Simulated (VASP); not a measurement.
Wanted: the native input for a VASP 6.6.1 run.

```
Task                   : single point
Functional             : PBE
Potentials or basis    : VASP PAW PBE potentials, release 64 (Mg, I)
Cutoff                 : 520 eV
k mesh                 : 12 × 12 × 4
Occupations            : fermi-dirac, width 0.02 eV
Spin                   : no spin polarisation
Dipole correction      : no
Further INCAR settings : ALGO = Normal; EDIFF = 1e-06; NBANDS = 15
```

The structure of MgI2 lies in POSCAR:

```
MgI2
1.0
    4.1572130612     -0.0112244753      0.0000000000
   -2.0883272113      3.6058643576      0.0000000000
    0.0000000000      0.0000000000      6.8733253065
Mg I
1 2
Direct
    0.0000000000      0.0000000000      0.0000000000
    0.3333333333      0.6666666667      0.2426220900
    0.6666666667      0.3333333333      0.7573779100
```

This cell differs from its parent crystal: shear xy strain -0.5%.

The input as run:

INCAR

```
PREC = Accurate
ENCUT = 520
EDIFF = 1E-6
ISMEAR = -1
SIGMA = 0.02
LREAL = F
LASPH = T
NELM = 100
ALGO = Normal
ISIF = 2
LWAVE = F
LCHARG = F
GGA = PE
NBANDS = 15
```

KPOINTS

```
regular mesh
0
Gamma
  12 12 4
```

Potentials or basis: VASP PAW PBE potentials, release 64 (Mg, I).

Run with:

```sh
$ cat potpaw_PBE.64/Mg/POTCAR potpaw_PBE.64/I/POTCAR > POTCAR
$ mpirun -np 1 vasp_std > vasp.out
```

It gave:

```
Pressure               : 1.1 GPa
Band gap on the k mesh : 3.49 eV, indirect (least direct gap 3.67 eV)
```

Caveat: the cell differs from its parent crystal (shear xy strain -0.5%); spin-orbit coupling is left out, which moves the levels of the heavy elements.

Wall time 2.5 min on 1 thread of Intel(R) Xeon(R) 6975P-C (Granite Rapids), on a shared host, peak memory 0.57 GiB.
